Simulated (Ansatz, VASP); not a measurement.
Given: the input of a run of VASP 6.6.1 on FeSi.

Contents of INCAR:

```
SYSTEM = FeSi
PREC = Accurate ; ENCUT = 520
EDIFF = 1E-6 ; ISMEAR = -1
SIGMA = 0.05 ; LREAL = .FALSE.
LASPH = .TRUE. ; NELM = 150
ALGO = Normal ; ISIF = 2
LWAVE = .FALSE. ; LCHARG = .TRUE.
ISPIN = 2 ; MAGMOM = 4.5 4.5 4.5 4.5 0 0 0 0
LORBIT = 11 ; LMAXMIX = 4
GGA = PS ; LELF = .TRUE.
LVHAR = .TRUE. ; NBANDS = 38
```

KPOINTS

```
regular mesh
0
G
  6 6 6
  0 0 0
```

The input POSCAR:

```
FeSi
1.0
    4.5507000000      0.0000000000      0.0000000000
    0.0000000000      4.5507000000      0.0000000000
    0.0000000000      0.0000000000      4.5507000000
Fe Si
4 4
Direct
    0.8634800000      0.6365200000      0.3634800000
    0.6365200000      0.3634800000      0.8634800000
    0.3634800000      0.8634800000      0.6365200000
    0.1365200000      0.1365200000      0.1365200000
    0.1576000000      0.3424000000      0.6576000000
    0.3424000000      0.6576000000      0.1576000000
    0.6576000000      0.1576000000      0.3424000000
    0.8424000000      0.8424000000      0.8424000000
```

Potentials or basis: VASP PAW PBE potentials, release 64 (Fe, Si).

Command:

```console
$ cat potpaw_PBE.64/Fe/POTCAR potpaw_PBE.64/Si/POTCAR > POTCAR
$ mpirun -np 1 vasp_std > vasp.out
```

Set up the same calculation for Ansatz 0.2.0. Potentials there: Ansatz PAW.

As run (the cutoff follows the program's own potentials):

File input.yaml:

```yaml
crystal:
  lattice:
    - [4.5507, 0.0, 0.0]
    - [0.0, 4.5507, 0.0]
    - [0.0, 0.0, 4.5507]
  atoms:
    - { symbol: Fe, position: [0.86348, 0.63652, 0.36348], spin: 4.5 }
    - { symbol: Fe, position: [0.63652, 0.36348, 0.86348], spin: 4.5 }
    - { symbol: Fe, position: [0.36348, 0.86348, 0.63652], spin: 4.5 }
    - { symbol: Fe, position: [0.13652, 0.13652, 0.13652], spin: 4.5 }
    - { symbol: Si, position: [0.1576, 0.3424, 0.6576] }
    - { symbol: Si, position: [0.3424, 0.6576, 0.1576] }
    - { symbol: Si, position: [0.6576, 0.1576, 0.3424] }
    - { symbol: Si, position: [0.8424, 0.8424, 0.8424] }
hamiltonian:
  xc: pbesol
  pseudopotentials: { kind: paw }
magnetization:
  spin_polarized: true
kpoints:
  mp_grid: { grid: [6, 6, 6] }
scf:
  occupations: { method: fermi_dirac, width: 0.05 }
output:
  forces: true
  stress: true
  eigenvalues: true
```

Potentials or basis: Ansatz PAW.

Launch:

```console
$ ansatz run input.yaml --threads 4 --pin off --max-ram 11264MiB --backend cpu --events-out ev --progress --plain --runs-dir out
```

Both were run:

|  | VASP | Ansatz | Ansatz less VASP |
| --- | --- | --- | --- |
| gap on the k mesh at the Fermi level (eV) | none | none | - |
| pressure (GPa) | -16.4 | -16.8 | -0.40 |
| rms of the force components (eV/Å) | 0.031 | 0.039 | +0.0081 |
| net moment per atom (μB) | 0.45 | 0.45 | 0.000 |
| size of the moment on the site where the two differ most (μB) | 0.98 | 0.98 | -0.009 |

VASP's potentials were made for PBE, not for PBEsol. Site moments also hang on the region over which each program counts them. Atom by atom the forces differ by 0.011 eV/Å (rms over components). A gap of «none» marks a metal or a gap that the smearing closes. VASP's potentials hold 48 valence electrons a cell and Ansatz's 80, so a difference there can come from the potentials and not from the codes.
